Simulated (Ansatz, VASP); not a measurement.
Two plane-wave programs on TePt

```
CELL_PARAMETERS angstrom
4.22315 0.00000 0.00000
-2.11157 3.65735 0.00000
0.00000 0.00000 5.54165
ATOMIC_POSITIONS crystal
Te 0.33333 0.66667 0.25000
Te 0.66667 0.33333 0.75000
Pt 0.00000 0.00000 0.00000
Pt 0.00000 0.00000 0.50000
```

Alike in both runs: functional PBEsol; k mesh 12 × 12 × 8; occupations gaussian, width 0.1 eV; no spin polarisation.

Ansatz relaxed the structure, and its values are those at the end. VASP's run is a single point on that final structure, the one shown.

|  | VASP | Ansatz |
| --- | --- | --- |
| version | VASP 6.6.1 | Ansatz 0.2.0 |
| potentials or method | VASP PAW PBE potentials, release 64 (Te, Pt), cutoff 520 eV | scalar-relativistic, plane waves, PAW |
| valence electrons in the cell | 32 | 68 |

```csv
,VASP,Ansatz,Ansatz less VASP
gap on the k mesh at the Fermi level (eV),none,none,-
pressure (GPa),-0.1,0.0,+0.14
```

VASP's potentials were made for PBE, not for PBEsol. A gap of «none» marks a metal or a gap that the smearing closes. VASP's potentials hold 32 valence electrons a cell and Ansatz's 68, so a difference there can come from the potentials and not from the codes.

Spin-orbit coupling is off throughout.
